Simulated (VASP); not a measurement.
Wanted: the native input for a VASP 6.6.1 run.

| Item | Value |
| --- | --- |
| Task | relaxation of cell and atoms |
| Functional | PBEsol |
| Potentials or basis | VASP PAW PBE potentials, release 64 (In_d, P) |
| Cutoff | 600 eV |
| k mesh | 14 × 14 × 14 |
| Occupations | fermi-dirac, width 0.1 eV |
| Spin | no spin polarisation |
| Dipole correction | no |
| Further INCAR settings | ALGO = Normal; EDIFF = 1e-06; IBRION = 2; EDIFFG = -0.002; NSW = 100; ISIF = 3 |

The structure of InP lies in POSCAR:

```
InP
1.0
    0.0000000000      2.9305000000      2.9305000000
    2.9305000000      0.0000000000      2.9305000000
    2.9305000000      2.9305000000      0.0000000000
In P
1 1
Direct
    0.0000000000      0.0000000000      0.0000000000
    0.7500000000      0.7500000000      0.7500000000
```

One way to write it, as run:

INCAR

```
SYSTEM = InP
PREC     = Accurate       ! precision mode
ENCUT    = 600            ! plane-wave cutoff, eV
EDIFF    = 1E-6           ! SCF threshold, eV
ISMEAR   = -1             ! smearing method
SIGMA    = 0.1            ! smearing width, eV
LREAL    = .False.        ! projectors in reciprocal space
LASPH    = .True.         ! aspherical terms in the spheres
NELM     = 60             ! most SCF steps
ALGO     = Normal         ! electronic algorithm
ISIF     = 3              ! what is computed and relaxed
LWAVE    = .False.        ! write WAVECAR
LCHARG   = .False.        ! write CHGCAR
GGA      = PS             ! functional
IBRION   = 2              ! ionic algorithm
NSW      = 100            ! ionic steps
EDIFFG   = -0.002         ! ionic threshold
```

KPOINTS

```
Automatic mesh
0
Gamma
  14 14 14
  0 0 0
```

Potentials or basis: VASP PAW PBE potentials, release 64 (In_d, P).

Command:

```bash
$ cat potpaw_PBE.64/In_d/POTCAR potpaw_PBE.64/P/POTCAR > POTCAR
$ mpirun -np 1 vasp_std > vasp.out
```

It gave:

| Item | Value |
| --- | --- |
| Relaxed volume | 25.40 Å³/atom |
| Relaxed cell | a = 4.157 Å, b = 4.157 Å, c = 4.157 Å, α = 60.00°, β = 60.00°, γ = 60.00° |
| Space group after relaxing (to 0.1 Å) | F-43m (No. 216) |
| Energy gained by relaxing | 0.5 meV/atom |
| Ionic steps | 3 |
| Pressure after relaxing | 0.0 GPa |
| Band gap on the k mesh | 0.57 eV |

Caveat: semilocal functionals underestimate gaps, and a narrow one can read as zero; the PAW data sets were made with another functional, which shifts forces and pressure a little; spin-orbit coupling is left out, which moves the levels of the heavy elements.

Wall time 80 s on 1 thread of Intel(R) Xeon(R) 6975P-C (Granite Rapids) (shared host), peak memory 0.27 GiB.
